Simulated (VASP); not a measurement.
# Cu (Im-3m) in VASP: single point with r2SCAN

Aim: the single point of Cu with r2SCAN.

All numbers are computed with VASP 6.6.1; they aren't measurements. Logs are shortened: lines on timing, memory, paths and dates and some standing lists are left out, and cuts for length are marked.

## (1) The cell of the first run

The structure is cubic, space group Im-3m (No. 229). Conventional cell: a = 2.842 Å, b = 2.842 Å, c = 2.842 Å, α = 90.00°, β = 90.00°, γ = 90.00°. Within 3.3 Å of Cu (site symmetry m-3m) lie 14 Cu at 2.46 to 2.84 Å.

This isn't the form of Cu at room conditions, which is fcc.

## (2) Single point, r2SCAN

File POSCAR:

```
Cu
1.0
   -1.4211972325      1.4211972325      1.4211972325
    1.4211972325     -1.4211972325      1.4211972325
    1.4211972325      1.4211972325     -1.4211972325
Cu
1
Direct
    0.0000000000      0.0000000000      0.0000000000
```

File INCAR.step1:

```
ALGO     = Normal         # electronic algorithm
EDIFF    = 1E-5           # SCF threshold, eV
ENCUT    = 900            # plane-wave cutoff, eV
GGA      = PE             # functional
GGA_COMPAT= F            
ISMEAR   = -1             # smearing method
LASPH    = T              # aspherical terms in the spheres
LCHARG   = F              # write CHGCAR
LREAL    = F              # projectors in reciprocal space
LWAVE    = T              # write WAVECAR
NBANDS   = 16             # bands
NELM     = 120            # most SCF steps
PREC     = Accurate       # precision mode
SIGMA    = 0.1            # smearing width, eV
```

File INCAR.step2:

```
ALGO     = Normal         # electronic algorithm
EDIFF    = 1E-6           # SCF threshold, eV
ENCUT    = 900            # plane-wave cutoff, eV
GGA_COMPAT= F            
ISIF     = 2              # what is computed and relaxed
ISMEAR   = -1             # smearing method
ISTART   = 1            
LASPH    = T              # aspherical terms in the spheres
LCHARG   = T              # write CHGCAR
LELF     = T              # ELF
LMIXTAU  = T            
LREAL    = F              # projectors in reciprocal space
LVHAR    = T            
LWAVE    = F              # write WAVECAR
METAGGA  = R2SCAN         # meta-GGA
NBANDS   = 16             # bands
NELM     = 120            # most SCF steps
PREC     = Accurate       # precision mode
SIGMA    = 0.1            # smearing width, eV
```

File KPOINTS:

```
k-points
0
Gamma
  12 12 12
```

Potentials or basis: VASP PAW PBE potentials, release 64 (Cu_sv_GW).

Command:

```sh
$ cat potpaw_PBE.64/Cu_sv_GW/POTCAR > POTCAR
$ cp INCAR.step1 INCAR
$ mpirun -np 1 vasp_std > vasp.out
$ cp INCAR.step2 INCAR
$ mpirun -np 1 vasp_std > vasp.out
```

OUTCAR:

```text
EDIFF = 1E-6
   ENCUT = 900
   ISIF = 2
   ISMEAR = -1
   ISTART = 1
   LASPH = T
   LREAL = F
   METAGGA = R2SCAN
   NELM = 120
   PREC = Accurate

 ion  position               nearest neighbor table
   1  0.000  0.000  0.000-

  LATTYP: Found a body centered cubic cell.
 ALAT       =     2.8423944650

  Lattice vectors:

 A1 = (  -1.4211972325,   1.4211972325,   1.4211972325)
 A2 = (   1.4211972325,  -1.4211972325,   1.4211972325)
 A3 = (   1.4211972325,   1.4211972325,  -1.4211972325)

Analysis of symmetry for initial positions (statically):
=====================================================================
 Subroutine PRICEL returns:
 Original cell was already a primitive cell.

 Routine SETGRP: Setting up the symmetry group for a
 body centered cubic supercell.

 Subroutine GETGRP returns: Found 48 space group operations
 (whereof 48 operations were pure point group operations)
 out of a pool of 48 trial point group operations.

The static configuration has the point symmetry O_h .

Analysis of symmetry for dynamics (positions and initial velocities):
=====================================================================
 Subroutine PRICEL returns:
 Original cell was already a primitive cell.

 Routine SETGRP: Setting up the symmetry group for a
 body centered cubic supercell.

 Subroutine GETGRP returns: Found 48 space group operations
 (whereof 48 operations were pure point group operations)
 out of a pool of 48 trial point group operations.

The dynamic configuration has the point symmetry O_h .

 Subroutine INISYM returns: Found 48 space group operations
 (whereof 48 operations are pure point group operations),
 and found     1 'primitive' translations

----------------------------------------------------------------------------------------

                                     Primitive cell

  volume of cell :      11.4821

  direct lattice vectors                    reciprocal lattice vectors
    -1.421197232  1.421197232  1.421197232     0.000000000  0.351816052  0.351816052
     1.421197232 -1.421197232  1.421197232     0.351816052  0.000000000  0.351816052
     1.421197232  1.421197232 -1.421197232     0.351816052  0.351816052  0.000000000

  length of vectors
     2.461585814  2.461585814  2.461585814     0.497543033  0.497543033  0.497543033

  position of ions in fractional coordinates (direct lattice)
     0.000000000  0.000000000  0.000000000

  ion indices of the primitive-cell ions
   primitive index   ion index
                 1           1

----------------------------------------------------------------------------------------

 KPOINTS: k-points

Automatic generation of k-mesh.
 Grid dimensions read from file:
 generate k-points for:   12   12   12

 Generating k-lattice:

  Cartesian coordinates                     Fractional coordinates (reciprocal lattice)
     0.000000000  0.029318004  0.029318004     0.083333333  0.000000000  0.000000000
     0.029318004  0.000000000  0.029318004     0.000000000  0.083333333  0.000000000
     0.029318004  0.029318004  0.000000000     0.000000000  0.000000000  0.083333333

  Length of vectors
     0.041461919  0.041461919  0.041461919

  Shift w.r.t. Gamma in fractional coordinates (k-lattice)
     0.000000000  0.000000000  0.000000000

 Subroutine IBZKPT returns following result:
 ===========================================

 Found     72 irreducible k-points:

 Following reciprocal coordinates:
            Coordinates               Weight
  0.000000  0.000000  0.000000      1.000000
  0.083333  0.000000  0.000000     12.000000
  0.166667  0.000000  0.000000     12.000000
  0.250000  0.000000  0.000000     12.000000
  0.333333  0.000000  0.000000     12.000000
  0.416667  0.000000  0.000000     12.000000
[... 16 lines left out ...]
  0.333333  0.083333  0.083333     24.000000
  0.416667  0.083333  0.083333     12.000000
 [... further k-points ...]
   k-points           NKPTS =     72   k-points in BZ     NKDIM =     72   number of bands    NBANDS=     16
   number of dos      NEDOS =    301   number of ions     NIONS =      1
   total plane-waves  NPLWV =  13824
   dimension x,y,z NGX =    24 NGY =   24 NGZ =   24
   dimension x,y,z NGXF=    48 NGYF=   48 NGZF=   48
   ions per type =               1
   NGX,Y,Z   is equivalent  to a cutoff of  16.21, 16.21, 16.21 a.u.
   NGXF,Y,Z  is equivalent  to a cutoff of  32.42, 32.42, 32.42 a.u.
 SYSTEM =  unknown system
   PREC   = accura    normal or accurate (medium, high low for compatibility)
   ISTART =      1    job   : 0-new  1-cont  2-samecut
   ICHARG =      0    charge: 1-file 2-atom 10-const
   ISPIN  =      1    spin polarized calculation?
   LNONCOLLINEAR =      F non collinear calculations
   LSORBIT =      F    spin-orbit coupling
   LASPH  =      T    aspherical Exc in radial PAW
   ENCUT  =  900.0 eV  66.15 Ry    8.13 a.u.   6.02  6.02  6.02*2*pi/ulx,y,z
   NELM   =    120;   NELMIN=  2; NELMDL=  0     # of ELM steps
   EDIFF  = 0.1E-05   stopping-criterion for ELM
   LREAL  =      F    real-space projection
   EDIFFG = 0.1E-04   stopping-criterion for IOM
   NSW    =      0    number of steps for IOM
   IBRION =     -1    ionic relax: 0-MD 1-quasi-New 2-CG
   NFREE  =      0    steps in history (QN), initial steepest desc. (CG)
   ISIF   =      2    stress and relaxation
   ISYM   =      2    0-nonsym 1-usesym 2-fastsym
   POTIM  = 0.5000    time-step for ionic-motion
   TEBEG  =    0.0;   TEEND  =   0.0 temperature during run
   PSTRESS=    0.0 pullay stress
   NELECT =      19.0000    total number of electrons
   NUPDOWN=      -1.0000    fix difference up-down
   EMIN   =  10.00;   EMAX   =-10.00  energy-range for DOS
   EFERMI =   0.00;   METHOD = LEGACY
   ISMEAR =    -1;   SIGMA  =   0.10  broadening in eV -4-tet -1-fermi 0-gaus
   EFERMI_NEDOS =   21; number of points for ismear=-14 and -15
   IALGO  =     38    algorithm
   IMIX   =      4    mixing-type and parameters
     AMIX     =   0.40;   BMIX     =  1.00
     AMIX_MAG =   1.60;   BMIX_MAG =  1.00
  volume/ion in A,a.u.               =      11.48        77.49
  Fermi-wavevector in a.u.,A,eV,Ry     =   1.936355  3.659181 51.014654  3.749471
  Thomas-Fermi vector in A             =   2.967197
   LORBIT       =      0    0 simple, 1 ext, 2 COOP (PROOUT), +10 PAW based schemes
   METAGGA = R2SCAN    functional components
   LHFCALC =     F    Hartree Fock is set to
   AEXX    =    0.0000 exact exchange contribution
   IVDW    =     0    specifies the selected vdW correction
   LEPSILON=     F    determine dielectric tensor
   LRPA    =     F    only Hartree local field effects (RPA)
 non-spin polarized calculation
  energy-cutoff  :      900.00
  volume of cell :       11.48
 maximum number of plane-waves:       717
   NGX = 13   NGY = 13   NGZ = 13

 number of electron      19.0000007 magnetization

 Free energy of the ion-electron system (eV)
  ---------------------------------------------------
  ext. energy  EPLUGINS =         0.00000000
  ---------------------------------------------------
  free energy    TOTEN  =       -10.86554067 eV

  energy without entropy =      -10.84918235  energy(sigma->0) =      -10.85736151

 E-fermi :   7.7406     XC(G=0): -14.6792

 val. band max:        7.7238236160   @ k =   0.1667   0.1667   0.1667
 cond. band min:       7.7545531359   @ k =   0.2500   0.1667   0.0833
 fundamental gap:      0.0307295199
 Fermi energy:         7.7405798642

 k-point     1 :       0.0000    0.0000    0.0000
  band No.  band energies     occupation
      1    -108.8151      2.00000
      2     -64.5775      2.00000
      3     -64.5775      2.00000
      4     -64.5775      2.00000
      5      -2.2014      2.00000
      6       4.4382      2.00000
[... 8 lines left out ...]
     15      38.1292      0.00000
     16      38.1294      0.00000

 k-point     2 :       0.0833    0.0000    0.0000
  band No.  band energies     occupation
      1    -108.8139      2.00000
      2     -64.5859      2.00000
      3     -64.5805      2.00000
      4     -64.5774      2.00000
      5      -1.9194      2.00000
      6       4.3846      2.00000
[... 8 lines left out ...]
     15      36.0271      0.00000
     16      36.5627      0.00000

 k-point     3 :       0.1667    0.0000    0.0000
  band No.  band energies     occupation
      1    -108.8106      2.00000
      2     -64.6091      2.00000
      3     -64.5888      2.00000
      4     -64.5772      2.00000
      5      -1.0974      2.00000
      6       4.2397      2.00000
[... 8 lines left out ...]
     15      34.7864      0.00000
     16      37.1290      0.00000

 k-point     4 :       0.2500    0.0000    0.0000
  band No.  band energies     occupation
      1    -108.8062      2.00000
      2     -64.6407      2.00000
      3     -64.6001      2.00000
      4     -64.5769      2.00000
      5       0.1615      2.00000
      6       4.0455      2.00000
[... 8 lines left out ...]
     15      34.0308      0.00000
     16      38.7469      0.00000

 k-point     5 :       0.3333    0.0000    0.0000
  band No.  band energies     occupation
      1    -108.8017      2.00000
      2     -64.6721      2.00000
      3     -64.6113      2.00000
      4     -64.5766      2.00000
      5       1.5073      2.00000
      6       3.8553      2.00000
[... 8 lines left out ...]
     15      33.6356      0.00000
     16      41.0348      0.00000

 k-point     6 :       0.4167    0.0000    0.0000
  band No.  band energies     occupation
      1    -108.7984      2.00000
      2     -64.6950      2.00000
      3     -64.6195      2.00000
      4     -64.5763      2.00000
      5       2.2257      2.00000
      6       3.7186      2.00000
[... 8 lines left out ...]
     15      33.4763      0.00000
     16      43.2685      0.00000
[... 267 lines left out ...]
 k-point    21 :       0.1667    0.0833    0.0833
  band No.  band energies     occupation
      1    -108.8048      2.00000
      2     -64.6509      2.00000
      3     -64.5957      2.00000
      4     -64.5840      2.00000
      5       0.6505      2.00000
      6       3.9762      2.00000
[... 8 lines left out ...]
     15      38.6241      0.00000
     16      39.7249      0.00000

 k-point    22 :       0.2500    0.0833    0.0833
  band No.  band energies     occupation
      1    -108.8009      2.00000
      2     -64.6736      2.00000
      3     -64.6102      2.00000
      4     -64.5843      2.00000
      5       1.9434      2.00000
      6       3.7931      2.00000
[... 8 lines left out ...]
     15      38.0160      0.00000
     16      41.7207      0.00000

 k-point    23 :       0.3333    0.0833    0.0833
  band No.  band energies     occupation
      1    -108.7980      2.00000
      2     -64.6891      2.00000
      3     -64.6221      2.00000
      4     -64.5844      2.00000
      5       2.5744      2.00000
      6       3.6697      2.00000
[... 8 lines left out ...]
     15      37.6811      0.00000
     16      43.8411      0.00000

 k-point    24 :       0.4167    0.0833    0.0833
  band No.  band energies     occupation
      1    -108.7969      2.00000
      2     -64.6946      2.00000
      3     -64.6266      2.00000
      4     -64.5845      2.00000
      5       2.6667      2.00000
      6       3.6262      2.00000
[... 8 lines left out ...]
     15      37.5798      0.00000
     16      44.0482      0.00000

 [... further k-points ...]
[... 5 lines left out ...]
  --------------------------------------------------------------------------------------
  -------------------------------------------------------------------------------------
  Total       -0.0705914     -0.0705914     -0.0705914     -0.0000000      0.0000000      0.0000000
  in kB       -9.8500653     -9.8500653     -9.8500653     -0.0000000      0.0000000      0.0000000
  external PRESSURE =      -9.8500653 kB  Pullay stress =       0.0000000 kB

 VOLUME and BASIS-vectors are now :
 -----------------------------------------------------------------------------
  energy-cutoff  :      900.00
  volume of cell :       11.48
      direct lattice vectors                 reciprocal lattice vectors
    -1.421197232  1.421197232  1.421197232     0.000000000  0.351816052  0.351816052
     1.421197232 -1.421197232  1.421197232     0.351816052  0.000000000  0.351816052
     1.421197232  1.421197232 -1.421197232     0.351816052  0.351816052  0.000000000

 POSITION                                       TOTAL-FORCE (eV/Angst)
 -----------------------------------------------------------------------------------
      0.00000      0.00000      0.00000        -0.000000      0.000000     -0.000000
 -----------------------------------------------------------------------------------
    total drift:                                0.000000      0.000000      0.000000

  FREE ENERGIE OF THE ION-ELECTRON SYSTEM (eV)
  ---------------------------------------------------
  free  energy   TOTEN  =       -10.8655406715 eV

  energy  without entropy=      -10.8491823457  energy(sigma->0) =      -10.85736151
```

Wall time 81 s (1 thread of Intel Xeon Platinum 8259CL at 2.50GHz (Skylake/Cascade Lake), shared host); peak memory 0.18 GiB.

Results:

- Free energy: -10.8655 eV
- Pressure: -1.0 GPa
- Band gap on the k mesh: zero (an odd number of electrons rules out a gap without spin polarisation)

Levels at points of the mesh, in eV from the Fermi level:
```csv
k point,band 7,band 8,band 9,band 10,band 11,band 12
"(0.00, 0.00, 0.00)",-3.30,-3.30,-2.24,-2.24,26.34,26.34
"(0.50, 0.00, 0.00)",-2.28,-2.13,-1.45,-0.78,4.72,18.45
"(0.50, 0.50, 0.50)",-1.63,-1.63,-1.63,8.69,8.69,8.69
```

Caveat: the PAW data sets were made with another functional, which shifts forces and pressure a little.

The gap in the log of VASP goes by the Fermi energy; the results here count the filled bands.